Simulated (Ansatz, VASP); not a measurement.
**SrAl5: VASP beside Ansatz**

```
Sr Al
1.0
     5.49758    0.00000    0.00000
    -2.74879    4.76104    0.00000
     0.00000    0.00000    4.37831
Sr Al
1 5
Direct
  0.00000 0.00000 0.00000
  0.33333 0.66667 0.00000
  0.66667 0.33333 0.00000
  0.50000 0.00000 0.50000
  0.50000 0.50000 0.50000
  0.00000 0.50000 0.50000
```

Change from the starting cell: species swapped into the PrCo5 type (P6/mmm, No. 191).

Alike in both runs: task relaxation of cell and atoms; functional PBE; k mesh 6 × 6 × 4; occupations gaussian, width 0.1 eV; no spin polarisation.

```csv
,VASP,Ansatz
version,VASP 6.6.1,Ansatz 0.2.0
potentials or method,"VASP PAW PBE potentials, release 64 (Sr_sv, Al), cutoff 600 eV","scalar-relativistic, plane waves, PAW"
valence electrons in the cell,25,25
```

|  | VASP | Ansatz | Ansatz less VASP |
| --- | --- | --- | --- |
| gap on the k mesh at the Fermi level, each at its own relaxed structure (eV) | none | none | - |
| relaxed volume (Å³/atom) | 21.04 | 21.04 | -0.003 |
| relaxed cell length with the largest relative difference (Å) | 4.445 | 4.443 | -0.0021 |

A gap of «none» marks a metal or a gap that the smearing closes.
